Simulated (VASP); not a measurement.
# Ta4C in VASP: a series of runs

The runs below take Ta4C through single point, with PBE.

Program: VASP 6.6.1. These are calculated values, not measurements. Logs are shortened: lines on timing, memory, paths and dates and some standing lists are left out, and cuts for length are marked.

**1. The cell of the first run**

The cell holds a slab with vacuum, 5 atoms: a = 3.319 Å, b = 3.319 Å, c = 20.300 Å, α = 90.00°, β = 90.00°, γ = 90.00°.

**2. Single point, PBE**

File INCAR:

```
SYSTEM = Ta4C
PREC     = Accurate       ! precision mode
ENCUT    = 520            ! plane-wave cutoff, eV
EDIFF    = 1E-7           ! SCF threshold, eV
ISMEAR   = 0              ! smearing method
SIGMA    = 0.1            ! smearing width, eV
LREAL    = .False.        ! projectors in reciprocal space
LASPH    = .True.         ! aspherical terms in the spheres
NELM     = 80             ! most SCF steps
ALGO     = Normal         ! electronic algorithm
ISIF     = 2              ! what is computed and relaxed
LWAVE    = .False.        ! write WAVECAR
LCHARG   = .True.         ! write CHGCAR
LDIPOL   = .True.       
IDIPOL   = 3            
DIPOL    = 0.5 0.5 0.357
GGA      = PE             ! functional
LELF     = .True.         ! ELF
LVHAR    = .True.       
LVACPOTAV= .True.       
NBANDS   = 32             ! bands
```

File KPOINTS:

```
regular mesh
0
Gamma
  8 8 1
  0 0 0
```

File POSCAR:

```
Ta4C
1.0
    3.3189671341      0.0000000000      0.0000000000
    0.0000000000      3.3189671341      0.0000000000
    0.0000000000      0.0000000000     20.2996559613
Ta C
4 1
Direct
    0.5000000000      0.5000000000      0.1970476745
    0.0000000000      0.0000000000      0.2787970189
    0.5000000000      0.5000000000      0.3599139055
    0.0000000000      0.0000000000      0.4334879359
    0.0000000000      0.2500000000      0.5158348533
```

Potentials or basis: VASP PAW PBE potentials, release 64 (Ta_pv, C).

Run with:

```
$ cat potpaw_PBE.64/Ta_pv/POTCAR potpaw_PBE.64/C/POTCAR > POTCAR
$ mpirun -np 1 vasp_std > vasp.out
```

OUTCAR:

```text
SYSTEM = Ta4C
   PREC = Accurate
   ENCUT = 520
   EDIFF = 1E-7
   ISMEAR = 0
   LREAL = .False.
   LASPH = .True.
   NELM = 80
   ISIF = 2
   GGA = PE

 ion  position               nearest neighbor table
   1  0.500  0.500  0.197-   2 2.87   2 2.87   2 2.87   2 2.87   3 3.31
   2  0.000  0.000  0.279-   3 2.87   3 2.87   3 2.87   3 2.87   1 2.87   1 2.87   1 2.87   1 2.87
                             4 3.14
   3  0.500  0.500  0.360-   4 2.78   4 2.78   4 2.78   4 2.78   2 2.87   2 2.87   2 2.87   2 2.87
                             1 3.31
   4  0.000  0.000  0.433-   5 1.87   3 2.78   3 2.78   3 2.78   3 2.78   2 3.14
   5  0.000  0.250  0.516-   4 1.87

  LATTYP: Found a simple tetragonal cell.
 ALAT       =     3.3189671341
 C/A-ratio  =     6.1162569984

  Lattice vectors:

 A1 = (   3.3189671341,   0.0000000000,   0.0000000000)
 A2 = (   0.0000000000,   3.3189671341,   0.0000000000)
 A3 = (   0.0000000000,   0.0000000000,  20.2996559613)

Analysis of symmetry for initial positions (statically):
=====================================================================
 Subroutine PRICEL returns:
 Original cell was already a primitive cell.

 Routine SETGRP: Setting up the symmetry group for a
 simple tetragonal supercell.

 Subroutine GETGRP returns: Found  2 space group operations
 (whereof  2 operations were pure point group operations)
 out of a pool of 16 trial point group operations.

The static configuration has the point symmetry C_1h.

Analysis of symmetry for dynamics (positions and initial velocities):
=====================================================================
 Subroutine PRICEL returns:
 Original cell was already a primitive cell.

 Routine SETGRP: Setting up the symmetry group for a
 simple tetragonal supercell.

 Subroutine GETGRP returns: Found  2 space group operations
 (whereof  2 operations were pure point group operations)
 out of a pool of 16 trial point group operations.

The dynamic configuration has the point symmetry C_1h.

 Subroutine INISYM returns: Found  2 space group operations
 (whereof  2 operations are pure point group operations),
 and found     1 'primitive' translations

----------------------------------------------------------------------------------------

                                     Primitive cell

  volume of cell :     223.6117

  direct lattice vectors                    reciprocal lattice vectors
     3.318967134  0.000000000  0.000000000     0.301298555  0.000000000  0.000000000
     0.000000000  3.318967134  0.000000000     0.000000000  0.301298555  0.000000000
     0.000000000  0.000000000 20.299655961     0.000000000  0.000000000  0.049261919

  length of vectors
     3.318967134  3.318967134 20.299655961     0.301298555  0.301298555  0.049261919

  position of ions in fractional coordinates (direct lattice)
     0.500000000  0.500000000  0.197047674
     0.000000000  0.000000000  0.278797019
     0.500000000  0.500000000  0.359913906
     0.000000000  0.000000000  0.433487936
     0.000000000  0.250000000  0.515834853

  ion indices of the primitive-cell ions
   primitive index   ion index
                 1           1
                 2           2
                 3           3
                 4           4
                 5           5

----------------------------------------------------------------------------------------

 KPOINTS: regular mesh

Automatic generation of k-mesh.
 Grid dimensions read from file:
 generate k-points for:    8    8    1

 Generating k-lattice:

  Cartesian coordinates                     Fractional coordinates (reciprocal lattice)
     0.037662319  0.000000000  0.000000000     0.125000000  0.000000000  0.000000000
     0.000000000  0.037662319  0.000000000     0.000000000  0.125000000  0.000000000
     0.000000000  0.000000000  0.049261919     0.000000000  0.000000000  1.000000000

  Length of vectors
     0.037662319  0.037662319  0.049261919

  Shift w.r.t. Gamma in fractional coordinates (k-lattice)
     0.000000000  0.000000000  0.000000000

 Subroutine IBZKPT returns following result:
 ===========================================

 Found     25 irreducible k-points:

 Following reciprocal coordinates:
            Coordinates               Weight
  0.000000  0.000000  0.000000      1.000000
  0.125000  0.000000  0.000000      2.000000
  0.000000  0.125000  0.000000      2.000000
  0.250000  0.000000  0.000000      2.000000
  0.000000  0.250000  0.000000      2.000000
  0.375000  0.000000  0.000000      2.000000
[... 16 lines left out ...]
  0.500000  0.375000  0.000000      2.000000
 -0.375000  0.500000  0.000000      2.000000
   k-points           NKPTS =     25   k-points in BZ     NKDIM =     25   number of bands    NBANDS=     32
   number of dos      NEDOS =    301   number of ions     NIONS =      5
   total plane-waves  NPLWV = 125440
   dimension x,y,z NGX =    28 NGY =   28 NGZ =  160
   dimension x,y,z NGXF=    56 NGYF=   56 NGZF=  320
   ions per type =               4   1
   NGX,Y,Z   is equivalent  to a cutoff of  14.03, 14.03, 13.10 a.u.
   NGXF,Y,Z  is equivalent  to a cutoff of  28.05, 28.05, 26.21 a.u.
 SYSTEM =  Ta4C
   PREC   = accura    normal or accurate (medium, high low for compatibility)
   ISTART =      0    job   : 0-new  1-cont  2-samecut
   ICHARG =      2    charge: 1-file 2-atom 10-const
   ISPIN  =      1    spin polarized calculation?
   LNONCOLLINEAR =      F non collinear calculations
   LSORBIT =      F    spin-orbit coupling
   LASPH  =      T    aspherical Exc in radial PAW
   ENCUT  =  520.0 eV  38.22 Ry    6.18 a.u.   6.17  6.17 37.74*2*pi/ulx,y,z
   NELM   =     80;   NELMIN=  2; NELMDL= -5     # of ELM steps
   EDIFF  = 0.1E-06   stopping-criterion for ELM
   LREAL  =      F    real-space projection
   EDIFFG = 0.1E-05   stopping-criterion for IOM
   NSW    =      0    number of steps for IOM
   IBRION =     -1    ionic relax: 0-MD 1-quasi-New 2-CG
   NFREE  =      0    steps in history (QN), initial steepest desc. (CG)
   ISIF   =      2    stress and relaxation
   ISYM   =      2    0-nonsym 1-usesym 2-fastsym
   POTIM  = 0.5000    time-step for ionic-motion
   TEBEG  =    0.0;   TEEND  =   0.0 temperature during run
   PSTRESS=    0.0 pullay stress
   NELECT =      48.0000    total number of electrons
   NUPDOWN=      -1.0000    fix difference up-down
   EMIN   =  10.00;   EMAX   =-10.00  energy-range for DOS
   EFERMI =   0.00;   METHOD = LEGACY
   ISMEAR =     0;   SIGMA  =   0.10  broadening in eV -4-tet -1-fermi 0-gaus
   EFERMI_NEDOS =   21; number of points for ismear=-14 and -15
   IALGO  =     38    algorithm
   IMIX   =      4    mixing-type and parameters
     AMIX     =   0.40;   BMIX     =  1.00
     AMIX_MAG =   1.60;   BMIX_MAG =  1.00
  volume/ion in A,a.u.               =      44.72       301.80
  Fermi-wavevector in a.u.,A,eV,Ry     =   0.980220  1.852348 13.072912  0.960832
  Thomas-Fermi vector in A             =   2.111134
   LORBIT       =      0    0 simple, 1 ext, 2 COOP (PROOUT), +10 PAW based schemes
   GGA     = PE    functional components
   LHFCALC =     F    Hartree Fock is set to
   AEXX    =    0.0000 exact exchange contribution
   IVDW    =     0    specifies the selected vdW correction
   LEPSILON=     F    determine dielectric tensor
   LRPA    =     F    only Hartree local field effects (RPA)
 non-spin polarized calculation
 Gauss-broadening in eV      SIGMA  =   0.10
  energy-cutoff  :      520.00
  volume of cell :      223.61
 maximum number of plane-waves:      6059
 NGX is ok and might be reduce to    28
   NGX = 13   NGY = 13   NGZ = 75

 dipolmoment           0.000000      0.000000     -0.228377 electrons x Angstroem

 number of electron      47.9999996 magnetization

 dipolmoment           0.000000      0.000000      0.161595 electrons x Angstroem

 Free energy of the ion-electron system (eV)
  ---------------------------------------------------
  ext. energy  EPLUGINS =         0.00000000
  ---------------------------------------------------
  free energy    TOTEN  =       -48.94193586 eV

  energy without entropy =      -48.90463635  energy(sigma->0) =      -48.92328610

 E-fermi :  -1.2393     XC(G=0):  -5.6498

 val. band max:       -1.2560667880   @ k =   0.1250   0.0000   0.0000
 cond. band min:      -1.2292095131   @ k =  -0.2500   0.3750   0.0000
 fundamental gap:      0.0268572750
 Fermi energy:        -1.2392620231

 k-point     1 :       0.0000    0.0000    0.0000
  band No.  band energies     occupation
      1     -36.2289      2.00000
      2     -36.0314      2.00000
      3     -36.0259      2.00000
      4     -35.4514      2.00000
      5     -35.3751      2.00000
      6     -35.3641      2.00000
[... 24 lines left out ...]
     31       1.1312      0.00000
     32       1.6610      0.00000

 k-point     2 :       0.1250    0.0000    0.0000
  band No.  band energies     occupation
      1     -36.2332      2.00000
      2     -36.0604      2.00000
      3     -36.0230      2.00000
      4     -35.4768      2.00000
      5     -35.4265      2.00000
      6     -35.3417      2.00000
[... 24 lines left out ...]
     31       1.2714      0.00000
     32       1.5457      0.00000

 k-point     3 :       0.0000    0.1250    0.0000
  band No.  band energies     occupation
      1     -36.2330      2.00000
      2     -36.0659      2.00000
      3     -36.0172      2.00000
      4     -35.4799      2.00000
      5     -35.4140      2.00000
      6     -35.3530      2.00000
[... 24 lines left out ...]
     31       1.2438      0.00000
     32       1.6646      0.00000

 k-point     4 :       0.2500    0.0000    0.0000
  band No.  band energies     occupation
      1     -36.2465      2.00000
      2     -36.1387      2.00000
      3     -36.0025      2.00000
      4     -35.5518      2.00000
      5     -35.5052      2.00000
      6     -35.2810      2.00000
[... 24 lines left out ...]
     31       1.1945      0.00000
     32       1.6855      0.00000

 k-point     5 :       0.0000    0.2500    0.0000
  band No.  band energies     occupation
      1     -36.2460      2.00000
      2     -36.1444      2.00000
      3     -35.9961      2.00000
      4     -35.5568      2.00000
      5     -35.4926      2.00000
      6     -35.2932      2.00000
[... 584 lines left out ...]
     31       1.9480      0.00000
     32       2.5431      0.00000

 k-point    22 :       0.3750    0.3750    0.0000
  band No.  band energies     occupation
      1     -36.2301      2.00000
      2     -36.2057      2.00000
      3     -36.1515      2.00000
      4     -35.6241      2.00000
      5     -35.6166      2.00000
      6     -35.3903      2.00000
[... 24 lines left out ...]
     31       2.4801      0.00000
     32       2.6963      0.00000

 k-point    23 :       0.5000    0.3750    0.0000
  band No.  band energies     occupation
      1     -36.2302      2.00000
      2     -36.2288      2.00000
      3     -36.1528      2.00000
      4     -35.6652      2.00000
      5     -35.6196      2.00000
      6     -35.3475      2.00000
[... 24 lines left out ...]
     31       2.3721      0.00000
     32       2.9373      0.00000

 k-point    24 :      -0.3750    0.5000    0.0000
  band No.  band energies     occupation
      1     -36.2406      2.00000
      2     -36.2198      2.00000
      3     -36.1508      2.00000
      4     -35.6716      2.00000
      5     -35.6129      2.00000
      6     -35.3417      2.00000
[... 24 lines left out ...]
     31       2.4323      0.00000
     32       2.7467      0.00000

 [... further k-points ...]

------------------------ aborting loop because EDIFF is reached ----------------------------------------

  FORCE on cell =-STRESS in cart. coord.  units (eV):
  Direction    XX          YY          ZZ          XY          YZ          ZX
  --------------------------------------------------------------------------------------
  -------------------------------------------------------------------------------------
  Total       -2.1911462     -3.6732308      0.5709655      0.0000000      1.9876978      0.0000000
  in kB      -15.6995555    -26.3186868      4.0909663      0.0000000     14.2418487      0.0000000
  external PRESSURE =     -12.6424253 kB  Pullay stress =       0.0000000 kB

 VOLUME and BASIS-vectors are now :
 -----------------------------------------------------------------------------
  energy-cutoff  :      520.00
  volume of cell :      223.61
      direct lattice vectors                 reciprocal lattice vectors
     3.318967134  0.000000000  0.000000000     0.301298555  0.000000000  0.000000000
     0.000000000  3.318967134  0.000000000     0.000000000  0.301298555  0.000000000
     0.000000000  0.000000000 20.299655961     0.000000000  0.000000000  0.049261919

 POSITION                                       TOTAL-FORCE (eV/Angst)
 -----------------------------------------------------------------------------------
      1.65948      1.65948      4.00000         0.000000      0.071832      1.154948
      0.00000      0.00000      5.65948         0.000000      0.123140     -1.301504
      1.65948      1.65948      7.30613         0.000000      0.320798     -1.243755
      0.00000      0.00000      8.79966         0.000000     -2.429123      1.277066
      0.00000      0.82974     10.47127         0.000000      1.913352      0.113244
 -----------------------------------------------------------------------------------
    total drift:                                0.000000      0.000035     -0.000108

  FREE ENERGIE OF THE ION-ELECTRON SYSTEM (eV)
  ---------------------------------------------------
  free  energy   TOTEN  =       -48.9419358576 eV

  energy  without entropy=      -48.9046363501  energy(sigma->0) =      -48.92328610

 vacuum level on the upper side and lower side of the slab         5.388         2.733
```

Wall time 4.7 min (1 thread of Intel Xeon 6975P-C (Granite Rapids), shared host); peak memory 0.42 GiB.

What came out:

```yaml
Free_energy: -48.9419 eV
Largest_force: 2.744 eV/Å
Band_gap_on_the_k_mesh: zero (bands 24 and 25 overlap by 0.33 eV)
```

Forces in eV/Å, atoms in the order of the input:
```
Ta   0.000  0.072  1.155
Ta   0.000  0.123 -1.302
Ta   0.000  0.321 -1.244
Ta   0.000 -2.429  1.277
C    0.000  1.913  0.113
```

Caveat: spin-orbit coupling is left out, which moves the levels of the heavy elements.

**3. Single point, PBE**

File INCAR:

```
SYSTEM = Ta4C
ALGO = Normal
DIPOL = 0.5 0.5 0.347
EDIFF = 1E-6
ENCUT = 520
GGA = PE
IDIPOL = 3
ISIF = 2
ISMEAR = 0
LASPH = .TRUE.
LCHARG = .FALSE.
LDIPOL = .TRUE.
LREAL = .FALSE.
LWAVE = .FALSE.
NBANDS = 32
NELM = 60
PREC = Accurate
SIGMA = 0.1
```

File KPOINTS:

```
k-points
0
G
  8 8 1
  0 0 0
```

POSCAR, as its differences from that of step 2:

```diff
@@ -12,2 +12,2 @@
     0.0000000000      0.0000000000      0.4334879359
-    0.0000000000      0.2500000000      0.5158348533
+    0.2500000000      0.5000000000      0.4639863407
```

Potentials or basis: VASP PAW PBE potentials, release 64 (Ta_pv, C).

Run with:

```
$ cat potpaw_PBE.64/Ta_pv/POTCAR potpaw_PBE.64/C/POTCAR > POTCAR
$ mpirun -np 1 vasp_std > vasp.out
```

Wall time 3.8 min (1 thread of Intel Xeon 6975P-C (Granite Rapids), shared host); peak memory 0.42 GiB.

It converged, with:

- Free energy: -52.3885 eV
- Largest force: 3.604 eV/Å
- Band gap on the k mesh: zero (bands 24 and 25 overlap by 0.44 eV)

Forces in eV/Å, atoms in the order of the input:
```
Ta   0.048  0.000  1.255
Ta   0.188  0.000 -1.011
Ta  -0.278  0.000 -2.754
Ta  -2.648  0.000  2.445
C    2.689  0.000  0.065
```

Levels at points of the mesh, in eV from the Fermi level:
```tsv
k point	band 22	band 23	band 24	band 25	band 26	band 27
(0.00, 0.00, 0.00)	-0.09	0.24	0.40	0.54	0.59	0.92
(0.50, 0.00, 0.00)	-0.81	-0.71	-0.09	0.18	0.86	1.59
(0.00, 0.50, 0.00)	-0.76	-0.34	-0.30	-0.01	0.38	0.95
(0.50, 0.50, 0.00)	-1.55	-0.52	-0.25	0.74	2.07	2.09
```

Caveat: spin-orbit coupling is left out, which moves the levels of the heavy elements.

(Part 1 of 2 ends here.)
